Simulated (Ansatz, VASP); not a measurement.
# GaAs: VASP beside Ansatz

```
As Ga
1.0
     0.00000    2.82685    2.82685
     2.82685    0.00000    2.82685
     2.82685    2.82685    0.00000
As Ga
1 1
Direct
  0.25000 0.25000 0.25000
  0.00000 0.00000 0.00000
```

Alike in both runs: functional r2SCANh; dispersion D4; k mesh 5 × 5 × 5; occupations methfessel-paxton of order 1, width 0.1 eV; no spin polarisation.

|  | VASP | Ansatz |
| --- | --- | --- |
| version | VASP 6.6.1 | Ansatz 0.2.0 |
| potentials or method | VASP PAW PBE potentials, release 64 (As, Ga_d) | Ansatz PAW polarizable |
| plane-wave cutoff (eV) | 440 | 500 |
| valence electrons in the cell | 18 | 28 |
| task | single point | projected density of states |

Ansatz gave:

| Quantity | Value |
| --- | --- |
| gap on the k mesh at the Fermi level (eV) | 1.52 |
| least direct gap on the mesh (eV) | 1.52 |
| pressure (GPa) | -1.0 |

What did VASP give for the same quantities?

gap on the k mesh at the Fermi level (eV): 1.52; least direct gap on the mesh (eV): 1.52; pressure (GPa): -1.1.

VASP's potentials were made for PBE, not for r2SCANh. VASP's potentials hold 18 valence electrons a cell and Ansatz's 28, so a difference there can come from the potentials and not from the codes.

Noted on Ansatz's run: odd divisions of the mesh miss points on the zone boundary, where band edges often lie, so the gap on the mesh can be too wide.
